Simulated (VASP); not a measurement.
# Al3H (P6/mmm) in VASP: further runs, part 2 of 2

VASP 6.6.1.

### Step 3. Relaxation of cell and atoms, PBE

This run uses another cell than the first one, of 15.30 Å³/atom.

INCAR

```
SYSTEM = Al3H
ALGO = Normal ; EDIFF = 1E-6
EDIFFG = -0.04 ; ENCUT = 600
GGA = PE ; IBRION = 2
ISIF = 3 ; ISMEAR = 0
LASPH = .True. ; LCHARG = .False.
LREAL = .False. ; LWAVE = .False.
NELM = 60 ; NSW = 90
PREC = Accurate ; SIGMA = 0.1
```

KPOINTS

```
k-points
0
Gamma
  6 6 6
  0 0 0
```

POSCAR

```
Al3H
1.0
    4.5716827480      0.0000000000      0.0000000000
   -2.2858413740      3.9591933978      0.0000000000
    0.0000000000      0.0000000000      3.3817678447
Al H
3 1
Direct
    0.3333333333      0.6666666667      0.0000000000
    0.6666666667      0.3333333333      0.0000000000
    0.0000000000      0.0000000000      0.5000000000
    0.0000000000      0.0000000000      0.0000000000
```

Potentials or basis: VASP PAW PBE potentials, release 64 (Al, H).

Command:

```
> cat potpaw_PBE.64/Al/POTCAR potpaw_PBE.64/H/POTCAR > POTCAR
> mpirun -np 1 vasp_std > vasp.out
```

OUTCAR:

```text
SYSTEM = Al3H
   EDIFF = 1E-6
   EDIFFG = -0.04
   ENCUT = 600
   GGA = PE
   IBRION = 2
   ISIF = 3
   ISMEAR = 0
   LASPH = .True.
   LREAL = .False.
   NELM = 60
   NSW = 90
   PREC = Accurate

 ion  position               nearest neighbor table
   1  0.333  0.667  0.000-   2 2.64   2 2.64   2 2.64   3 3.13   3 3.13   3 3.13   3 3.13   3 3.13
                             3 3.13
   2  0.667  0.333  0.000-   1 2.64   1 2.64   1 2.64   3 3.13   3 3.13   3 3.13   3 3.13   3 3.13
                             3 3.13
   3  0.000  0.000  0.500-   4 1.69   4 1.69   1 3.13   1 3.13   2 3.13   2 3.13   1 3.13   1 3.13
                             2 3.13   2 3.13   2 3.13   2 3.13   1 3.13   1 3.13
   4  0.000  0.000  0.000-   3 1.69   3 1.69

  LATTYP: Found a hexagonal cell.
 ALAT       =     4.5716827480
 C/A-ratio  =     0.7397205867

  Lattice vectors:

 A1 = (   4.5716827480,   0.0000000000,   0.0000000000)
 A2 = (  -2.2858413740,   3.9591933978,   0.0000000000)
 A3 = (   0.0000000000,   0.0000000000,   3.3817678447)

Analysis of symmetry for initial positions (statically):
=====================================================================
 Subroutine PRICEL returns:
 Original cell was already a primitive cell.

 Routine SETGRP: Setting up the symmetry group for a
 hexagonal supercell.

 Subroutine GETGRP returns: Found 24 space group operations
 (whereof 24 operations were pure point group operations)
 out of a pool of 24 trial point group operations.

The static configuration has the point symmetry D_6h.

Analysis of symmetry for dynamics (positions and initial velocities):
=====================================================================
 Subroutine PRICEL returns:
 Original cell was already a primitive cell.

 Routine SETGRP: Setting up the symmetry group for a
 hexagonal supercell.

 Subroutine GETGRP returns: Found 24 space group operations
 (whereof 24 operations were pure point group operations)
 out of a pool of 24 trial point group operations.
[... 143 lines left out ...]
   NGX = 19   NGY = 19   NGZ = 13

--------------------------------------- Ionic step        1  -------------------------------------------

 number of electron      10.0000000 magnetization

 Free energy of the ion-electron system (eV)
  ---------------------------------------------------
  ext. energy  EPLUGINS =         0.00000000
  ---------------------------------------------------
  free energy    TOTEN  =       -13.03832705 eV

  energy without entropy =      -13.02824904  energy(sigma->0) =      -13.03328805

------------------------ aborting loop because EDIFF is reached ----------------------------------------

  FORCE on cell =-STRESS in cart. coord.  units (eV):
  Direction    XX          YY          ZZ          XY          YZ          ZX
  --------------------------------------------------------------------------------------
  -------------------------------------------------------------------------------------
  Total       -0.4169332     -0.4169332      0.7562835      0.0000000     -0.0000000      0.0000000
  in kB      -10.9131582    -10.9131582     19.7955967      0.0000000     -0.0000000      0.0000000
  external PRESSURE =      -0.6769066 kB  Pullay stress =       0.0000000 kB
[... 177 lines left out ...]
--------------------------------------- Ionic step        6  -------------------------------------------

 number of electron      10.0000000 magnetization

 Free energy of the ion-electron system (eV)
  ---------------------------------------------------
  ext. energy  EPLUGINS =         0.00000000
  ---------------------------------------------------
  free energy    TOTEN  =       -13.05815946 eV

  energy without entropy =      -13.04920399  energy(sigma->0) =      -13.05368172

 E-fermi :   5.9455     XC(G=0):  -9.5914

 val. band max:        5.9205687528   @ k =   0.3333   0.1667   0.1667
 cond. band min:       6.0706293749   @ k =   0.3333   0.1667   0.3333
 fundamental gap:      0.1500606221
 Fermi energy:         5.9454507857

 k-point     1 :       0.0000    0.0000    0.0000
  band No.  band energies     occupation
      1      -4.6228      2.00000
      2       2.6741      2.00000
      3       5.1255      2.00000
      4       5.1255      2.00000
      5       5.2506      2.00000
      6       5.2506      2.00000
      7       6.6736      0.00000
      8       7.1402      0.00000
      9       8.1546      0.00000
[... 265 lines left out ...]
 k-point    24 :       0.3333    0.0000    0.5000
  band No.  band energies     occupation
      1      -1.8820      2.00000
      2       0.9040      2.00000
      3       1.6597      2.00000
      4       4.0958      2.00000
      5       4.6194      2.00000
      6       5.1597      2.00000
      7       7.0750      0.00000
      8       7.3493      0.00000
      9      10.9481      0.00000

 [... further k-points ...]

------------------------ aborting loop because EDIFF is reached ----------------------------------------

  FORCE on cell =-STRESS in cart. coord.  units (eV):
  Direction    XX          YY          ZZ          XY          YZ          ZX
  --------------------------------------------------------------------------------------
  -------------------------------------------------------------------------------------
  Total       -0.0097138     -0.0097138     -0.0570485      0.0000000     -0.0000000     -0.0000000
  in kB       -0.2529132     -0.2529132     -1.4853412      0.0000000     -0.0000000     -0.0000000
  external PRESSURE =      -0.6637225 kB  Pullay stress =       0.0000000 kB
[... 19 lines left out ...]
  FREE ENERGIE OF THE ION-ELECTRON SYSTEM (eV)
  ---------------------------------------------------
  free  energy   TOTEN  =       -13.0581594568 eV

  energy  without entropy=      -13.0492039929  energy(sigma->0) =      -13.05368172

 reached required accuracy - stopping structural energy minimisation
```

OSZICAR:

```text
N       E                     dE             d eps       ncg     rms          rms(c)
DAV:   1     0.332452353242E+01    0.33245E+01   -0.37149E+03   504   0.949E+02
DAV:   2    -0.130691513899E+02   -0.16394E+02   -0.15862E+02   695   0.787E+01
DAV:   3    -0.135244010457E+02   -0.45525E+00   -0.44346E+00   650   0.130E+01
[... 39 lines left out ...]
DAV:   1    -0.130583724385E+02   -0.84378E-03   -0.15646E-02   531   0.825E-01    0.987E-02
DAV:   2    -0.130582398148E+02    0.13262E-03   -0.26133E-04   558   0.127E-01    0.389E-02
DAV:   3    -0.130581665773E+02    0.73237E-04   -0.10112E-04   546   0.532E-02    0.160E-02
DAV:   4    -0.130581601703E+02    0.64070E-05   -0.79965E-06   569   0.177E-02    0.822E-03
DAV:   5    -0.130581594568E+02    0.71352E-06   -0.39606E-07   265   0.422E-03
   6 F= -.13058159E+02 E0= -.13053682E+02  d E =-.631628E-03
```

Wall time 38 s (1 thread of Intel Xeon Platinum 8559C (Emerald Rapids), shared host); peak memory 0.2 GiB.

What came out:

```yaml
Free_energy: -13.0582 eV
Relaxed_volume: 15.38 Å³/atom
Relaxed_cell: a = 4.511 Å, b = 4.511 Å, c = 3.491 Å, α = 90.00°, β = 90.00°, γ = 120.00°
Space_group_after_relaxing_to_0.1_Å: P6/mmm (No. 191)
Energy_gained_by_relaxing: 5.0 meV/atom
Ionic_steps: 6
Pressure_after_relaxing: -0.1 GPa
Band_gap_on_the_k_mesh: zero (bands 5 and 6 overlap by 5.38 eV)
```

The path:
```tsv
step	energy change (eV)	largest force (eV/Å)	pressure (GPa)	volume (Å³)
1	0.0000	0.0000	-0.07	61.21
2	-0.0094	0.0000	0.08	61.15
3	-0.0185	0.0000	0.54	60.96
4	-0.0189	0.0000	0.41	61.02
5	-0.0192	0.0000	0.46	61.00
6	-0.0198	0.0000	-0.07	61.54
```

Final structure:
```
Al H
1.0
     4.51138    0.00000    0.00000
    -2.25569    3.90697    0.00000
     0.00000    0.00000    3.49123
Al H
3 1
Direct
  0.33333 0.66667 0.00000
  0.66667 0.33333 0.00000
  0.00000 0.00000 0.50000
  0.00000 0.00000 0.00000
```

### Step 4. Single point, PBE

This run uses another cell than the first one, of 15.30 Å³/atom.

INCAR

```
PREC     = Accurate       # precision mode
ENCUT    = 520            # plane-wave cutoff, eV
EDIFF    = 1E-6           # SCF threshold, eV
ISMEAR   = 0              # smearing method
SIGMA    = 0.1            # smearing width, eV
LREAL    = F              # projectors in reciprocal space
LASPH    = T              # aspherical terms in the spheres
NELM     = 80             # most SCF steps
ALGO     = Normal         # electronic algorithm
ISIF     = 2              # what is computed and relaxed
LWAVE    = F              # write WAVECAR
LCHARG   = F              # write CHGCAR
GGA      = PE             # functional
NBANDS   = 13             # bands
```

KPOINTS

```
regular mesh
0
Gamma
  12 12 14
```

POSCAR

```
Al3H
1.0
    4.5660891460      0.0000000000      0.0000000000
   -2.2830445730      3.9543491964      0.0000000000
    0.0000000000      0.0000000000      3.3884925126
Al H
3 1
Direct
    0.3333333333      0.6666666667      0.0000000000
    0.6666666667      0.3333333333      0.0000000000
    0.0000000000      0.0000000000      0.5000000000
    0.0000000000      0.0000000000      0.0000000000
```

Command:

```
> cat potpaw_PBE.64/Al/POTCAR potpaw_PBE.64/H/POTCAR > POTCAR
> mpirun -np 1 vasp_std > vasp.out
```

Run time: 42 s. Hardware: 1 thread of Intel Xeon Platinum 8559C (Emerald Rapids), shared host; peak memory 0.24 GiB.

The run converged. Its results:

* Free energy: -13.0669 eV
* Pressure: 0.0 GPa
* Band gap on the k mesh: zero (bands 5 and 6 overlap by 5.30 eV)

Levels at points of the mesh, in eV from the Fermi level:
```tsv
k point	band 3	band 4	band 5	band 6	band 7	band 8
(0.00, 0.00, 0.00)	-1.02	-1.02	-0.98	-0.98	0.30	1.76
(0.50, 0.00, 0.00)	-3.75	-3.19	2.67	3.57	4.22	5.02
(0.00, 0.00, 0.50)	-2.15	0.73	0.73	1.75	1.75	2.36
(0.50, 0.00, 0.50)	-4.09	-3.38	-1.64	-0.99	0.78	0.92
```

### Step 5. Single point, PBE

This run uses another cell than the first one: it holds 8 atoms, not 4.

INCAR

```
SYSTEM = Al3H
PREC = Accurate
ENCUT = 520
EDIFF = 1E-7
ISMEAR = 0
SIGMA = 0.2
LREAL = .False.
LASPH = .True.
NELM = 80
ALGO = Normal
ISIF = 2
LWAVE = .False.
LCHARG = .True.
GGA = PE
LELF = .True.
LVHAR = .True.
NBANDS = 20
```

KPOINTS

```
Automatic mesh
0
Gamma
  6 6 4
  0 0 0
```

POSCAR

```
Al3H
1.0
    0.0000000000      0.0000000000     -3.3884925126
    2.2830445730     -3.9543491964      0.0000000000
   -6.8491337190     -3.9543491964      0.0000000000
Al H
6 2
Direct
    0.0000000000      0.5000000000      0.8333333333
    0.0000000000      1.0000000000      0.3333333333
    0.0000000000      1.0000000000      0.6666666667
    0.0000000000      0.5000000000      0.1666666667
    0.5000000000      0.0000000000      1.0000000000
    0.5000000000      0.5000000000      0.5000000000
    0.0000000000      0.5000000000      0.5000000000
    0.0000000000      1.0000000000      1.0000000000
```

Command:

```
> cat potpaw_PBE.64/Al/POTCAR potpaw_PBE.64/H/POTCAR > POTCAR
> mpirun -np 1 vasp_std > vasp.out
```

Wall time 65 s (1 thread of Intel Xeon Platinum 8559C (Emerald Rapids), shared host); peak memory 0.27 GiB.

The run converged. Its results:

```yaml
Free_energy: -26.1157 eV
Pressure: 0.0 GPa
Largest_force: 0.017 eV/Å
Band_gap_on_the_k_mesh: zero (bands 10 and 11 overlap by 4.37 eV)
```

Forces on the atoms (eV/Å):
```
Al   0.014  0.008  0.000
Al   0.014  0.008  0.000
Al  -0.014 -0.008  0.000
Al  -0.014 -0.008  0.000
Al   0.000  0.000  0.000
Al   0.000  0.000  0.000
H    0.000  0.000  0.000
H    0.000  0.000  0.000
```

Stress tensor (GPa, compression positive):
```
-0.67  0.77  0.00
 0.77 -1.56  0.00
 0.00  0.00  2.15
```

Levels at points of the mesh, in eV from the Fermi level:
```csv
k point,band 8,band 9,band 10,band 11,band 12,band 13
"(0.00, 0.00, 0.00)",-0.98,-0.94,-0.94,0.33,1.80,2.72
"(0.50, 0.00, 0.00)",-1.61,-0.96,0.75,0.76,0.82,0.97
"(0.00, 0.50, 0.00)",-0.50,1.16,1.16,3.34,3.34,3.48
"(0.50, 0.50, 0.00)",-3.34,-2.16,-2.16,-1.65,-1.65,1.17
"(0.00, 0.00, 0.50)",-2.61,1.08,1.08,1.76,1.76,2.32
"(0.50, 0.00, 0.50)",-0.99,-0.85,-0.85,-0.44,-0.44,1.35
"(0.00, 0.50, 0.50)",-3.16,2.72,2.72,3.61,3.61,4.26
"(0.50, 0.50, 0.50)",-3.34,-1.61,-1.61,-0.96,-0.96,0.83
```

### Step 6. Relaxation of cell and atoms, PBE

This run uses another cell than the first one, of 15.36 Å³/atom.

INCAR

```
PREC = Accurate
ENCUT = 600
EDIFF = 1E-6
ISMEAR = 0
SIGMA = 0.1
LREAL = False
LASPH = True
NELM = 80
ALGO = Normal
ISIF = 3
LWAVE = False
LCHARG = False
GGA = PE
IBRION = 2
NSW = 100
EDIFFG = -0.01
```

KPOINTS

```
regular mesh
0
Gamma
  12 12 14
```

POSCAR

```
Al3H
1.0
    4.5089006990      0.0000000000      0.0000000000
   -2.2544503495      3.9048225485      0.0000000000
    0.0000000000      0.0000000000      3.4892834614
Al H
3 1
Direct
    0.3333333333      0.6666666667      0.0000000000
    0.6666666667      0.3333333333      0.0000000000
    0.0000000000      0.0000000000      0.5000000000
    0.0000000000      0.0000000000      0.0000000000
```

Potentials or basis: VASP PAW PBE potentials, release 64 (Al, H).

Command:

```
> cat potpaw_PBE.64/Al/POTCAR potpaw_PBE.64/H/POTCAR > POTCAR
> mpirun -np 1 vasp_std > vasp.out
```

Wall time 1.8 min (1 thread of Intel Xeon Platinum 8559C (Emerald Rapids), shared host); peak memory 0.25 GiB.

Results (log left out):

| Quantity | Value |
| --- | --- |
| Free energy | -13.0675 eV |
| Relaxed volume | 15.29 Å³/atom |
| Relaxed cell | a = 4.567 Å, b = 4.567 Å, c = 3.387 Å, α = 90.00°, β = 90.00°, γ = 120.00° |
| Space group after relaxing (to 0.1 Å) | P6/mmm (No. 191) |
| Energy gained by relaxing | 7.5 meV/atom |
| Ionic steps | 6 |
| Pressure after relaxing | 0.0 GPa |
| Band gap on the k mesh | zero (bands 5 and 6 overlap by 5.30 eV) |

Stress tensor (GPa, compression positive):
```
-0.06  0.00  0.00
 0.00 -0.06  0.00
 0.00  0.00  0.08
```

Step by step:
```csv
step,energy change (eV),largest force (eV/Å),pressure (GPa),volume (Å³)
1,0.0000,0.0000,0.03,61.43
2,-0.0241,0.0000,-0.20,61.44
3,-0.0298,0.0000,-0.27,61.43
4,-0.0299,0.0000,-0.27,61.44
5,-0.0298,0.0000,-0.27,61.44
6,-0.0301,0.0000,-0.01,61.17
```

Final structure:
```
Al H
1.0
     4.56708    0.00000    0.00000
    -2.28354    3.95521    0.00000
     0.00000    0.00000    3.38659
Al H
3 1
Cartesian
  0.0000 2.6368 3.3866
  2.2835 1.3184 0.0000
  0.0000 0.0000 1.6933
  0.0000 0.0000 0.0000
```

Levels at points of the mesh, in eV from the Fermi level:
| k point | band 3 | band 4 | band 5 | band 6 | band 7 | band 8 |
| --- | --- | --- | --- | --- | --- | --- |
| (0.00, 0.00, 0.00) | -1.02 | -1.02 | -0.98 | -0.98 | 0.29 | 1.77 |
| (0.50, 0.00, 0.00) | -3.75 | -3.20 | 2.67 | 3.58 | 4.23 | 5.02 |
| (0.00, 0.00, 0.50) | -2.16 | 0.73 | 0.73 | 1.75 | 1.75 | 2.36 |
| (0.50, 0.00, 0.50) | -4.09 | -3.38 | -1.64 | -0.99 | 0.78 | 0.92 |

### Step 7. The runs side by side

```tsv
task	cell	k mesh	cutoff (eV)	smearing	gap on the mesh (eV)	pressure (GPa)	relaxed volume (Å³/atom)
relaxation of cell and atoms	relaxed from a = 3.818, b = 3.818, c = 4.136 Å, angles 90.0, 90.0, 120.0°, 4 atoms, atomic positions A	6 × 6 × 4	600	gaussian 0.1 eV	none	-0.1	15.31
relaxation of cell and atoms	relaxed from a = 4.572, b = 4.572, c = 3.382 Å, angles 90.0, 90.0, 120.0°, 4 atoms, atomic positions A	6 × 6 × 6	600	gaussian 0.1 eV	none	-0.1	15.38
single point	a = 4.566, b = 4.566, c = 3.388 Å, angles 90.0, 90.0, 120.0°, 4 atoms, atomic positions A	12 × 12 × 14	520	gaussian 0.1 eV	none	0.0	-
single point	a = 3.388, b = 4.566, c = 7.909 Å, 8 atoms, atomic positions B	6 × 6 × 4	520	gaussian 0.2 eV	none	0.0	-
relaxation of cell and atoms	relaxed from a = 4.509, b = 4.509, c = 3.489 Å, angles 90.0, 90.0, 120.0°, 4 atoms, atomic positions A	12 × 12 × 14	600	gaussian 0.1 eV	none	0.0	15.29
```

Alike in all rows: level PBE; potentials or basis VASP PAW PBE potentials, release 64 (Al, H); no spin polarisation.

Caveats: some runs use coarse meshes; the volume moved by over 15 % at a fixed basis, so the end points are rough (at least some runs).

Total energies depend on the potentials used, so only differences within one code and one set of settings carry meaning.

The gap in the log of VASP goes by the Fermi energy; the results here count the filled bands.